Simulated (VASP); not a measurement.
Set up this calculation in VASP 6.6.1, as the native input.

```yaml
Task: relaxation of cell and atoms
Functional: PBE
Potentials_or_basis: VASP PAW PBE potentials, release 64 (Ir, Bi_d)
Cutoff: 600 eV
k_mesh: 11 × 11 × 11
Occupations: fermi-dirac, width 0.03 eV
Spin: no spin polarisation
Dipole_correction: no
Further_INCAR_settings: ALGO = Normal; EDIFF = 1e-07; IBRION = 2; EDIFFG = -0.005; NSW = 100; ISIF = 3
```

The structure of BiIr (zincblende type) lies in POSCAR:

```
BiIr
1.0
    0.0000000000      3.2195088072      3.2195088072
    3.2195088072      0.0000000000      3.2195088072
    3.2195088072      3.2195088072      0.0000000000
Ir Bi
1 1
Direct
    0.0000000000      0.0000000000      0.0000000000
    0.2500000000      0.2500000000      0.2500000000
```

These files were run (other wordings do the same):

INCAR

```
PREC = Accurate ; ENCUT = 600
EDIFF = 1E-7 ; ISMEAR = -1
SIGMA = 0.03 ; LREAL = F
LASPH = T ; NELM = 80
ALGO = Normal ; ISIF = 3
LWAVE = F ; LCHARG = F
GGA = PE ; IBRION = 2
NSW = 100 ; EDIFFG = -0.005
```

KPOINTS

```
regular mesh
0
Gamma
  11 11 11
```

Potentials or basis: VASP PAW PBE potentials, release 64 (Ir, Bi_d).

Run with:

```bash
$ cat potpaw_PBE.64/Ir/POTCAR potpaw_PBE.64/Bi_d/POTCAR > POTCAR
$ mpirun -np 1 vasp_std > vasp.out
```

It gave:

```json
{
 "Relaxed volume": "28.89 Å³/atom",
 "Relaxed cell": "a = 4.339 Å, b = 4.339 Å, c = 4.339 Å, α = 60.00°, β = 60.00°, γ = 60.00°",
 "Space group after relaxing (to 0.1 Å)": "F-43m (No. 216)",
 "Energy gained by relaxing": "137.0 meV/atom",
 "Ionic steps": "4",
 "Pressure after relaxing": "0.0 GPa",
 "Band gap on the k mesh": "zero (bands 12 and 13 overlap by 2.85 eV)"
}
```

Caveat: spin-orbit coupling is left out, which moves the levels of the heavy elements.

Wall time 4.9 min on 1 thread of Intel(R) Xeon(R) Platinum 8259CL CPU @ 2.50GHz (Skylake/Cascade Lake) (shared host), peak memory 0.26 GiB.
